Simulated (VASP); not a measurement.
# Ta (P6_3/mmc) in VASP: notebook

Runs on Ta. Level: LDA. Tasks: single point.

Program: VASP 6.6.1. These are calculated values, not measurements. Logs are shortened: lines on timing, memory, paths and dates and some standing lists are left out, and cuts for length are marked.

### Step 1. The cell of the first run

It takes space group P6_3/mmc (No. 194, hexagonal). Conventional cell: a = 2.900 Å, b = 2.900 Å, c = 5.166 Å, α = 90.00°, β = 90.00°, γ = 120.00°. Within 3.8 Å of Ta (site symmetry -6m2) lie 12 Ta at 2.90 to 3.08 Å.

### Step 2. Single point, LDA

File INCAR:

```
SYSTEM = Ta
ALGO = Normal
EDIFF = 1E-7
ENCUT = 520
ISIF = 2
ISMEAR = -1
LASPH = .TRUE.
LCHARG = .FALSE.
LREAL = .FALSE.
LWAVE = .FALSE.
NBANDS = 18
NELM = 80
PREC = Accurate
SIGMA = 0.05
```

File KPOINTS:

```
k-points
0
G
  13 13 7
  0 0 0
```

File POSCAR:

```
Ta
1.0
    2.9003720700      0.0000000000      0.0000000000
   -1.4501860400      2.5117959000      0.0000000000
    0.0000000000      0.0000000000      5.1662740000
Ta
2
Direct
    0.6666666704      0.3333333294      0.7500000000
    0.3333333330      0.6666666706      0.2500000000
```

Potentials or basis: VASP PAW LDA potentials, release 64 (Ta_pv).

Started as:

```console
cat potpaw_LDA.64/Ta_pv/POTCAR > POTCAR
mpirun -np 1 vasp_std > vasp.out
```

OUTCAR:

```text
SYSTEM = Ta
   EDIFF = 1E-7
   ENCUT = 520
   ISIF = 2
   ISMEAR = -1
   LASPH = .TRUE.
   LREAL = .FALSE.
   NELM = 80
   PREC = Accurate

 ion  position               nearest neighbor table
   1  0.667  0.333  0.750-   2 3.08   2 3.08   2 3.08   2 3.08   2 3.08   2 3.08
   2  0.333  0.667  0.250-   1 3.08   1 3.08   1 3.08   1 3.08   1 3.08   1 3.08

  LATTYP: Found a hexagonal cell.
 ALAT       =     2.9003720700
 C/A-ratio  =     1.7812452593

  Lattice vectors:

 A1 = (   2.9003720700,   0.0000000000,   0.0000000000)
 A2 = (  -1.4501860400,   2.5117959000,   0.0000000000)
 A3 = (   0.0000000000,   0.0000000000,   5.1662740000)

Analysis of symmetry for initial positions (statically):
=====================================================================
 Subroutine PRICEL returns:
 Original cell was already a primitive cell.

 Routine SETGRP: Setting up the symmetry group for a
 hexagonal supercell.

 Subroutine GETGRP returns: Found 24 space group operations
 (whereof 12 operations were pure point group operations)
 out of a pool of 24 trial point group operations.

The static configuration has the point symmetry D_3d.
 The point group associated with its full space group is D_6h.

Analysis of symmetry for dynamics (positions and initial velocities):
=====================================================================
 Subroutine PRICEL returns:
 Original cell was already a primitive cell.

 Routine SETGRP: Setting up the symmetry group for a
 hexagonal supercell.

 Subroutine GETGRP returns: Found 24 space group operations
 (whereof 12 operations were pure point group operations)
 out of a pool of 24 trial point group operations.

The dynamic configuration has the point symmetry D_3d.
 The point group associated with its full space group is D_6h.

 Subroutine INISYM returns: Found 24 space group operations
 (whereof 12 operations are pure point group operations),
 and found     1 'primitive' translations

----------------------------------------------------------------------------------------

                                     Primitive cell

  volume of cell :      37.6370

  direct lattice vectors                    reciprocal lattice vectors
     2.900372070  0.000000000  0.000000000     0.344783351  0.199060760  0.000000000
    -1.450186040  2.511795900  0.000000000     0.000000000  0.398121519  0.000000000
     0.000000000  0.000000000  5.166274000     0.000000000  0.000000000  0.193563098
[... 76 lines left out ...]
   ISTART =      0    job   : 0-new  1-cont  2-samecut
   ICHARG =      2    charge: 1-file 2-atom 10-const
   ISPIN  =      1    spin polarized calculation?
   LNONCOLLINEAR =      F non collinear calculations
   LSORBIT =      F    spin-orbit coupling
   LASPH  =      T    aspherical Exc in radial PAW
   ENCUT  =  520.0 eV  38.22 Ry    6.18 a.u.   5.39  5.39  9.61*2*pi/ulx,y,z
   NELM   =     80;   NELMIN=  2; NELMDL= -5     # of ELM steps
   EDIFF  = 0.1E-06   stopping-criterion for ELM
   LREAL  =      F    real-space projection
   EDIFFG = 0.1E-05   stopping-criterion for IOM
   NSW    =      0    number of steps for IOM
   IBRION =     -1    ionic relax: 0-MD 1-quasi-New 2-CG
   NFREE  =      0    steps in history (QN), initial steepest desc. (CG)
   ISIF   =      2    stress and relaxation
   ISYM   =      2    0-nonsym 1-usesym 2-fastsym
   POTIM  = 0.5000    time-step for ionic-motion
   TEBEG  =    0.0;   TEEND  =   0.0 temperature during run
   PSTRESS=    0.0 pullay stress
   NELECT =      22.0000    total number of electrons
   NUPDOWN=      -1.0000    fix difference up-down
   EMIN   =  10.00;   EMAX   =-10.00  energy-range for DOS
   EFERMI =   0.00;   METHOD = LEGACY
   ISMEAR =    -1;   SIGMA  =   0.05  broadening in eV -4-tet -1-fermi 0-gaus
   EFERMI_NEDOS =   21; number of points for ismear=-14 and -15
   IALGO  =     38    algorithm
   IMIX   =      4    mixing-type and parameters
     AMIX     =   0.40;   BMIX     =  1.00
     AMIX_MAG =   1.60;   BMIX_MAG =  1.00
  volume/ion in A,a.u.               =      18.82       126.99
  Fermi-wavevector in a.u.,A,eV,Ry     =   1.368812  2.586680 25.492516  1.873647
  Thomas-Fermi vector in A             =   2.494743
   LORBIT       =      0    0 simple, 1 ext, 2 COOP (PROOUT), +10 PAW based schemes
   GGA     = CA    functional components
   LHFCALC =     F    Hartree Fock is set to
   AEXX    =    0.0000 exact exchange contribution
   IVDW    =     0    specifies the selected vdW correction
   LEPSILON=     F    determine dielectric tensor
   LRPA    =     F    only Hartree local field effects (RPA)
 non-spin polarized calculation
  energy-cutoff  :      520.00
  volume of cell :       37.64
 maximum number of plane-waves:      1039
 NGX is ok and might be reduce to    24
   NGX = 11   NGY = 11   NGZ = 19

 number of electron      22.0000003 magnetization

 Free energy of the ion-electron system (eV)
  ---------------------------------------------------
  ext. energy  EPLUGINS =         0.00000000
  ---------------------------------------------------
  free energy    TOTEN  =       -24.97393463 eV

  energy without entropy =      -24.95251783  energy(sigma->0) =      -24.96322623

 E-fermi :   5.4306     XC(G=0): -12.5626

 val. band max:        5.4217835081   @ k =   0.3077   0.0769   0.2857
 cond. band min:       5.4467600367   @ k =   0.3077  -0.0000   0.4286
 fundamental gap:      0.0249765286
 Fermi energy:         5.4305832971

 k-point     1 :       0.0000    0.0000    0.0000
  band No.  band energies     occupation
      1     -28.9429      2.00000
      2     -28.1174      2.00000
      3     -28.0003      2.00000
      4     -28.0003      2.00000
      5     -27.9169      2.00000
      6     -27.9169      2.00000
[... 481 lines left out ...]
      5     -28.0578      2.00000
      6     -27.9657      2.00000
[... 10 lines left out ...]
     17      10.6627      0.00000
     18      11.5819      0.00000

 [... further k-points ...]
[... 5 lines left out ...]
  --------------------------------------------------------------------------------------
  -------------------------------------------------------------------------------------
  Total       -2.7233246     -2.7233246     -2.4526669      0.0000000      0.0000000      0.0000000
  in kB     -115.9296413   -115.9296420   -104.4079694      0.0000002      0.0000000      0.0000000
  external PRESSURE =    -112.0890842 kB  Pullay stress =       0.0000000 kB

 VOLUME and BASIS-vectors are now :
 -----------------------------------------------------------------------------
  energy-cutoff  :      520.00
  volume of cell :       37.64
      direct lattice vectors                 reciprocal lattice vectors
     2.900372070  0.000000000  0.000000000     0.344783351  0.199060760  0.000000000
    -1.450186040  2.511795900  0.000000000     0.000000000  0.398121519  0.000000000
     0.000000000  0.000000000  5.166274000     0.000000000  0.000000000  0.193563098

 POSITION                                       TOTAL-FORCE (eV/Angst)
 -----------------------------------------------------------------------------------
      1.45019      0.83727      3.87471        -0.000000      0.000000      0.000000
     -0.00000      1.67453      1.29157         0.000000      0.000000      0.000000
 -----------------------------------------------------------------------------------
    total drift:                               -0.000002      0.000001     -0.000000

  FREE ENERGIE OF THE ION-ELECTRON SYSTEM (eV)
  ---------------------------------------------------
  free  energy   TOTEN  =       -24.9739346273 eV

  energy  without entropy=      -24.9525178348  energy(sigma->0) =      -24.96322623
```

OSZICAR:

```text
N       E                     dE             d eps       ncg     rms          rms(c)
DAV:   1     0.167150658997E+03    0.16715E+03   -0.12729E+04  3024   0.125E+03
DAV:   2    -0.217569799667E+02   -0.18891E+03   -0.18590E+03  3780   0.353E+02
DAV:   3    -0.259649123758E+02   -0.42079E+01   -0.41204E+01  3574   0.492E+01
DAV:   4    -0.259967412451E+02   -0.31829E-01   -0.31772E-01  3494   0.448E+00
DAV:   5    -0.259969686022E+02   -0.22736E-03   -0.22735E-03  3350   0.363E-01    0.175E+01
DAV:   6    -0.252156056754E+02    0.78136E+00   -0.83411E-01  3386   0.758E+00    0.820E+00
DAV:   7    -0.249784866168E+02    0.23712E+00   -0.64467E-01  3464   0.625E+00    0.458E-01
DAV:   8    -0.249739811376E+02    0.45055E-02   -0.81267E-03  3394   0.841E-01    0.105E-01
DAV:   9    -0.249739374964E+02    0.43641E-04   -0.18762E-04  3664   0.974E-02    0.489E-02
DAV:  10    -0.249739352015E+02    0.22949E-05   -0.21056E-05  3738   0.302E-02    0.451E-03
DAV:  11    -0.249739346457E+02    0.55580E-06   -0.21584E-06  3464   0.984E-03    0.415E-03
DAV:  12    -0.249739346273E+02    0.18372E-07   -0.93579E-08  1750   0.289E-03
   1 F= -.24973935E+02 E0= -.24963226E+02  d E =-.214168E-01
```

It took 69 s on 1 thread of AMD EPYC 7R43 (Zen 3), shared host; peak memory 0.13 GiB.

Results:

```
Free energy            : -24.9739 eV
Pressure               : -11.2 GPa
Band gap on the k mesh : zero (band 11 reaches 6.60 eV, above the bottom of band 12 at 4.93 eV)
```

Caveat: spin-orbit coupling is left out, which moves the levels of the heavy elements.

### Step 3. Single point, LDA

File INCAR:

```
PREC     = Accurate       # precision mode
ENCUT    = 520            # plane-wave cutoff, eV
EDIFF    = 1E-6           # SCF threshold, eV
ISMEAR   = -1             # smearing method
SIGMA    = 0.05           # smearing width, eV
LREAL    = False          # projectors in reciprocal space
LASPH    = True           # aspherical terms in the spheres
NELM     = 60             # most SCF steps
ALGO     = Normal         # electronic algorithm
ISIF     = 2              # what is computed and relaxed
LWAVE    = False          # write WAVECAR
LCHARG   = False          # write CHGCAR
GGA      = CA             # functional
NBANDS   = 18             # bands
```

File KPOINTS:

```
regular mesh
0
Gamma
  13 13 7
```

POSCAR is that of step 2.

Potentials or basis: VASP PAW LDA potentials, release 64 (Ta_pv).

Started as:

```console
cat potpaw_LDA.64/Ta_pv/POTCAR > POTCAR
mpirun -np 1 vasp_std > vasp.out
```

Run time: 77 s. Hardware: 1 thread of AMD EPYC 7R43 (Zen 3), shared host; peak memory 0.13 GiB.

Results (log left out):

| Item | Value |
| --- | --- |
| Free energy | -24.9739 eV |
| Pressure | -11.2 GPa |
| Band gap on the k mesh | zero (band 11 reaches 6.60 eV, above the bottom of band 12 at 4.93 eV) |

Stress tensor (GPa, compression positive):
```
-11.62   0.00   0.00
  0.00 -11.62   0.00
  0.00   0.00 -10.47
```

Levels at points of the mesh, in eV from the Fermi level:
```tsv
k point	band 8	band 9	band 10	band 11	band 12	band 13	band 14	band 15
(0.00, 0.00, 0.00)	-4.84	-0.57	0.06	0.58	0.58	1.14	1.14	2.91
```

Caveat: spin-orbit coupling is left out, which moves the levels of the heavy elements.
